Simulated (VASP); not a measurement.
AlNi, 2 atoms in the cell. It takes space group Pmmm (No. 47, orthorhombic). The conventional cell has a = 2.783 Å, b = 2.900 Å, c = 2.995 Å, α = 90.00°, β = 90.00°, γ = 90.00°. Within 3.3 Å of Al (site symmetry mmm) lie 8 Ni at 2.51 Å and 6 Al at 2.78 to 2.99 Å. Within 3.3 Å of Ni (site symmetry mmm) lie 8 Al at 2.51 Å and 6 Ni at 2.78 to 2.99 Å.  This cell differs from its parent crystal: normal strain along x -0.0367, normal strain along y +0.0367.

```yaml
Program: VASP 6.6.1
Task: single point
Functional: PBE
Potentials_or_basis: VASP PAW PBE potentials, release 64 (Al, Ni)
Cutoff: 520 eV
k_mesh: 16 × 16 × 16
Occupations: gaussian, width 0.15 eV
Spin: no spin polarisation
Dipole_correction: no
Further_INCAR_settings: ALGO = Fast; EDIFF = 1e-06; NBANDS = 14
```

Potentials or basis: VASP PAW PBE potentials, release 64 (Al, Ni).

Launch:

```sh
$ cat potpaw_PBE.64/Al/POTCAR potpaw_PBE.64/Ni/POTCAR > POTCAR
$ mpirun -np 1 vasp_std > vasp.out
```

Hardware: 1 thread of Intel(R) Xeon(R) Platinum 8259CL CPU @ 2.50GHz (Skylake/Cascade Lake), on a shared host.

Question: Estimate the wall time of this run.

Answer: It took 5 min on 1 thread of Intel(R) Xeon(R) Platinum 8259CL CPU @ 2.50GHz (Skylake/Cascade Lake), with other jobs on the host, peak memory 0.49 GiB. Counts: scf iterations 15, k points 1170.
